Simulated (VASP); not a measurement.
# GaSb3 (C2/m) in VASP: notebook, part 2 of 2

VASP 6.6.1. The steps go on from the part before.

## 3. Single point, PBEsol+D3(BJ) (atoms displaced along a vibrational mode, the cell strained)

File INCAR:

```
SYSTEM = GaSb3
PREC     = Accurate       ! precision mode
ENCUT    = 520            ! plane-wave cutoff, eV
EDIFF    = 1E-6           ! SCF threshold, eV
ISMEAR   = 0              ! smearing method
SIGMA    = 0.15           ! smearing width, eV
LREAL    = .False.        ! projectors in reciprocal space
LASPH    = .True.         ! aspherical terms in the spheres
NELM     = 100            ! most SCF steps
ALGO     = Normal         ! electronic algorithm
ISIF     = 2              ! what is computed and relaxed
LWAVE    = .False.        ! write WAVECAR
LCHARG   = .False.        ! write CHGCAR
GGA      = PS             ! functional
IVDW     = 12             ! dispersion correction
NBANDS   = 22             ! bands
```

File KPOINTS:

```
Automatic mesh
0
Gamma
  10 10 10
  0 0 0
```

File POSCAR:

```
GaSb3
1.0
    0.0000000000      3.4900328236      3.5857729617
    3.4900328236      0.0000000000      3.5857729617
    3.4900328236      3.4900328236      0.0000000000
Ga Sb
1 3
Direct
    0.0000000000      0.0000000000      0.0000000000
    0.2557170379      0.2442829621      0.2442829621
    0.7442829621      0.7557170379      0.7557170379
    0.5000000000      0.5000000000      0.5000000000
```

Potentials or basis: VASP PAW PBE potentials, release 64 (Ga_d, Sb).

Started as:

```bash
> cat potpaw_PBE.64/Ga_d/POTCAR potpaw_PBE.64/Sb/POTCAR > POTCAR
> mpirun -np 1 vasp_std > vasp.out
```

OUTCAR:

```text
SYSTEM = GaSb3
   PREC = Accurate
   ENCUT = 520
   EDIFF = 1E-6
   ISMEAR = 0
   LREAL = .False.
   LASPH = .True.
   NELM = 100
   ISIF = 2
   GGA = PS
   IVDW = 12
 IVDW          = 12

 ion  position               nearest neighbor table
   1  0.000  0.000  0.000-   3 3.03   2 3.03   3 3.03   2 3.03   3 3.07   2 3.07   2 3.07   3 3.07

   2  0.256  0.244  0.244-   1 3.03   1 3.03   4 3.03   4 3.03   4 3.07   1 3.07   1 3.07   4 3.07
                             3 3.41   3 3.49   3 3.49   3 3.57   3 3.59   3 3.59
   3  0.744  0.756  0.756-   4 3.03   4 3.03   1 3.03   1 3.03   4 3.07   1 3.07   1 3.07   4 3.07
                             2 3.41   2 3.49   2 3.49   2 3.57   2 3.59   2 3.59
   4  0.500  0.500  0.500-   2 3.03   2 3.03   3 3.03   3 3.03   3 3.07   2 3.07   2 3.07   3 3.07

  LATTYP: Found a body centered tetragonal cell.
 ALAT       =     4.9356517523
 C/A-ratio  =     1.4530089000

  Lattice vectors:

 A1 = (  -3.4900328236,   0.0000000000,   3.5857729617)
 A2 = (   3.4900328236,   0.0000000000,   3.5857729617)
 A3 = (   0.0000000000,   3.4900328236,  -3.5857729617)

Analysis of symmetry for initial positions (statically):
=====================================================================
 Subroutine PRICEL returns:
 Original cell was already a primitive cell.
[... 179 lines left out ...]
 fundamental gap:      0.0049229229
 Fermi energy:         9.4431755569

 k-point     1 :       0.0000    0.0000    0.0000
  band No.  band energies     occupation
      1      -5.3080      2.00000
      2      -5.3070      2.00000
      3      -5.3059      2.00000
      4      -5.2845      2.00000
      5      -5.2811      2.00000
      6      -4.3281      2.00000
[... 589 lines left out ...]
     21      15.2579      0.00000
     22      16.0020      0.00000

 [... further k-points ...]

------------------------ aborting loop because EDIFF is reached ----------------------------------------

 Edisp (eV)   -2.08775

 E8    (eV) :    -1.4368

  FORCE on cell =-STRESS in cart. coord.  units (eV):
  Direction    XX          YY          ZZ          XY          YZ          ZX
  --------------------------------------------------------------------------------------
  -------------------------------------------------------------------------------------
  Total       3.01513     2.98526     1.91470     0.00000    -0.22922     0.00000
  in kB      55.30254    54.75465    35.11876     0.00000    -4.20432     0.00000
  external pressure =       48.39 kB  Pullay stress =        0.00 kB

 VOLUME and BASIS-vectors are now :
 -----------------------------------------------------------------------------
  energy-cutoff  :      520.00
  volume of cell :       87.35
      direct lattice vectors                 reciprocal lattice vectors
     0.000000000  3.490032824  3.585772962    -0.143265128  0.143265128  0.139439949
     3.490032824  0.000000000  3.585772962     0.143265128 -0.143265128  0.139439949
     3.490032824  3.490032824  0.000000000     0.143265128  0.143265128 -0.139439949

 POSITION                                       TOTAL-FORCE (eV/Angst)
 -----------------------------------------------------------------------------------
      0.00000      0.00000      0.00000        -0.000000      0.000000      0.000000
      1.70511      1.74502      1.79289         0.225871      0.000000     -0.000000
      5.27495      5.23505      5.37866        -0.225871     -0.000000      0.000000
      3.49003      3.49003      3.58577         0.000000      0.000000     -0.000000
 -----------------------------------------------------------------------------------
    total drift:                                0.000000      0.000000      0.000000

  FREE ENERGIE OF THE ION-ELECTRON SYSTEM (eV)
  ---------------------------------------------------
  free  energy   TOTEN  =       -18.2371937742 eV

  energy  without entropy=      -18.2201707079  energy(sigma->0) =      -18.22868224
```

OSZICAR:

```text
N       E                     dE             d eps       ncg     rms          rms(c)
DAV:   1     0.168000263698E+03    0.16800E+03   -0.11791E+04 12898   0.141E+03
DAV:   2     0.405235599495E+00   -0.16760E+03   -0.16072E+03 13682   0.342E+02
DAV:   3    -0.157325914601E+02   -0.16138E+02   -0.15630E+02 15256   0.855E+01
DAV:   4    -0.161937207049E+02   -0.46113E+00   -0.45921E+00 14026   0.148E+01
DAV:   5    -0.162045554900E+02   -0.10835E-01   -0.10832E-01 15564   0.239E+00    0.424E+00
DAV:   6    -0.161652281692E+02    0.39327E-01   -0.48974E-02 16310   0.279E+00    0.239E+00
DAV:   7    -0.161499683753E+02    0.15260E-01   -0.25056E-02 16610   0.136E+00    0.189E-01
DAV:   8    -0.161494770693E+02    0.49131E-03   -0.23732E-03 14746   0.511E-01    0.544E-02
DAV:   9    -0.161494503835E+02    0.26686E-04   -0.15196E-04 15120   0.812E-02    0.186E-02
DAV:  10    -0.161494466682E+02    0.37153E-05   -0.14448E-05 14822   0.331E-02    0.809E-03
DAV:  11    -0.161494462522E+02    0.41600E-06   -0.75665E-07  8964   0.650E-03
   1 F= -.18237194E+02 E0= -.18228682E+02  d E =-.170231E-01
```

Wall time 3.3 min (1 thread of Intel Xeon 6975P-C (Granite Rapids), shared host); peak memory 0.63 GiB.

What came out:

```
Free energy                : -18.2372 eV
Pressure                   : 4.8 GPa
Largest force              : 0.226 eV/Å
Band gap on the k mesh     : zero (bands 14 and 15 overlap by 4.27 eV)
Dispersion energy per atom : -0.522 eV
```

Forces on the atoms (eV/Å):
```
Ga   0.000  0.000  0.000
Sb   0.226  0.000  0.000
Sb  -0.226  0.000  0.000
Sb   0.000  0.000  0.000
```

Caveat: the cell differs from its parent crystal (atoms displaced along a vibrational mode, the cell strained); the cell stands under pressure; the PAW data sets were made with another functional, which shifts forces and pressure a little; spin-orbit coupling is left out, which moves the levels of the heavy elements.

## 4. Single point, PBEsol+D3(BJ) (atoms displaced along a vibrational mode, the cell strained)

File INCAR:

```
SYSTEM = GaSb3
ALGO = Normal ; EDIFF = 1E-6
ENCUT = 520 ; GGA = PS
ISIF = 2 ; ISMEAR = 0
IVDW = 12 ; LASPH = .TRUE.
LCHARG = .FALSE. ; LREAL = .FALSE.
LWAVE = .FALSE. ; NBANDS = 22
NELM = 80 ; PREC = Accurate
SIGMA = 0.15
```

File KPOINTS:

```
k-points
0
G
  10 10 10
  0 0 0
```

File POSCAR:

```
GaSb3
1.0
    0.0000000000      3.4900328236      3.5857729617
    3.4900328236      0.0000000000      3.5857729617
    3.4900328236      3.4900328236      0.0000000000
Ga Sb
1 3
Direct
    0.0000000000      0.0000000000      0.0000000000
    0.2614340758      0.2385659242      0.2385659242
    0.7385659242      0.7614340758      0.7614340758
    0.5000000000      0.5000000000      0.5000000000
```

Potentials or basis: VASP PAW PBE potentials, release 64 (Ga_d, Sb).

Started as:

```bash
> cat potpaw_PBE.64/Ga_d/POTCAR potpaw_PBE.64/Sb/POTCAR > POTCAR
> mpirun -np 1 vasp_std > vasp.out
```

OUTCAR:

```text
SYSTEM = GaSb3
   EDIFF = 1E-6
   ENCUT = 520
   GGA = PS
   ISIF = 2
   ISMEAR = 0
   IVDW = 12
   LASPH = .TRUE.
   LREAL = .FALSE.
   NELM = 80
   PREC = Accurate
 IVDW          = 12

 ion  position               nearest neighbor table
   1  0.000  0.000  0.000-   3 3.01   2 3.01   3 3.01   2 3.01   3 3.10   2 3.10   2 3.10   3 3.10

   2  0.261  0.239  0.239-   1 3.01   1 3.01   4 3.01   4 3.01   1 3.10   1 3.10   4 3.10   4 3.10
                             3 3.33   3 3.49   3 3.49   3 3.59   3 3.59   3 3.65
   3  0.739  0.761  0.761-   1 3.01   1 3.01   4 3.01   4 3.01   1 3.10   1 3.10   4 3.10   4 3.10
                             2 3.33   2 3.49   2 3.49   2 3.59   2 3.59   2 3.65
   4  0.500  0.500  0.500-   2 3.01   2 3.01   3 3.01   3 3.01   3 3.10   2 3.10   2 3.10   3 3.10

  LATTYP: Found a body centered tetragonal cell.
 ALAT       =     4.9356517523
 C/A-ratio  =     1.4530089000

  Lattice vectors:

 A1 = (  -3.4900328236,   0.0000000000,   3.5857729617)
 A2 = (   3.4900328236,   0.0000000000,   3.5857729617)
 A3 = (   0.0000000000,   3.4900328236,  -3.5857729617)

Analysis of symmetry for initial positions (statically):
[... 179 lines left out ...]

 val. band max:        9.4306295219   @ k =   0.5000   0.4000   0.0000
 cond. band min:       9.4486670804   @ k =   0.4000   0.1000   0.3000
 fundamental gap:      0.0180375585
 Fermi energy:         9.4445539442

 k-point     1 :       0.0000    0.0000    0.0000
  band No.  band energies     occupation
      1      -5.3108      2.00000
      2      -5.3097      2.00000
      3      -5.3064      2.00000
      4      -5.2857      2.00000
      5      -5.2825      2.00000
      6      -4.3394      2.00000
[... 589 lines left out ...]
     21      15.2492      0.00000
     22      15.9945      0.00000

 [... further k-points ...]

------------------------ aborting loop because EDIFF is reached ----------------------------------------

 Edisp (eV)   -2.08786

 E8    (eV) :    -1.4369

  FORCE on cell =-STRESS in cart. coord.  units (eV):
  Direction    XX          YY          ZZ          XY          YZ          ZX
  --------------------------------------------------------------------------------------
  -------------------------------------------------------------------------------------
  Total       3.18075     3.06812     2.03812     0.00000    -0.47086     0.00000
  in kB      58.34017    56.27444    37.38247     0.00000    -8.63628     0.00000
  external pressure =       50.67 kB  Pullay stress =        0.00 kB

 VOLUME and BASIS-vectors are now :
 -----------------------------------------------------------------------------
  energy-cutoff  :      520.00
  volume of cell :       87.35
      direct lattice vectors                 reciprocal lattice vectors
     0.000000000  3.490032824  3.585772962    -0.143265128  0.143265128  0.139439949
     3.490032824  0.000000000  3.585772962     0.143265128 -0.143265128  0.139439949
     3.490032824  3.490032824  0.000000000     0.143265128  0.143265128 -0.139439949

 POSITION                                       TOTAL-FORCE (eV/Angst)
 -----------------------------------------------------------------------------------
      0.00000      0.00000      0.00000         0.000000      0.000000      0.000000
      1.66521      1.74502      1.79289         0.471144      0.000000     -0.000000
      5.31486      5.23505      5.37866        -0.471144      0.000000     -0.000000
      3.49003      3.49003      3.58577         0.000000      0.000000     -0.000000
 -----------------------------------------------------------------------------------
    total drift:                               -0.000000      0.000000     -0.000000

  FREE ENERGIE OF THE ION-ELECTRON SYSTEM (eV)
  ---------------------------------------------------
  free  energy   TOTEN  =       -18.2095436470 eV

  energy  without entropy=      -18.1930024447  energy(sigma->0) =      -18.20127305
```

Wall time 3.4 min (1 thread of Intel Xeon 6975P-C (Granite Rapids), shared host); peak memory 0.63 GiB.

Results:

| Property | Result |
| --- | --- |
| Free energy | -18.2095 eV |
| Pressure | 5.1 GPa |
| Largest force | 0.471 eV/Å |
| Band gap on the k mesh | zero (bands 14 and 15 overlap by 4.29 eV) |
| Dispersion energy per atom | -0.522 eV |

Forces on the atoms (eV/Å):
```
Ga   0.000  0.000  0.000
Sb   0.471  0.000  0.000
Sb  -0.471  0.000  0.000
Sb   0.000  0.000  0.000
```

Caveat: the cell differs from its parent crystal (atoms displaced along a vibrational mode, the cell strained); the cell stands under pressure; the PAW data sets were made with another functional, which shifts forces and pressure a little; spin-orbit coupling is left out, which moves the levels of the heavy elements.

## 5. Summary

| cell | gap on the mesh (eV) | pressure (GPa) | largest force (eV/Å) |
| --- | --- | --- | --- |
| as given, atomic positions A | none | 5.4 | 0.74 |
| as given, atomic positions B | none | 4.8 | 0.23 |
| as given, atomic positions C | none | 5.1 | 0.47 |

Alike in all rows: task single point; level PBEsol+D3(BJ); potentials or basis VASP PAW PBE potentials, release 64 (Ga_d, Sb); no spin polarisation; k mesh 10 × 10 × 10; cutoff (eV) 520; smearing gaussian 0.15 eV.

Caveats: the cell stands under pressure; the PAW data sets were made with another functional, which shifts forces and pressure a little; spin-orbit coupling is left out, which moves the levels of the heavy elements.

Absolute energies hang on the potentials; compare differences alone.
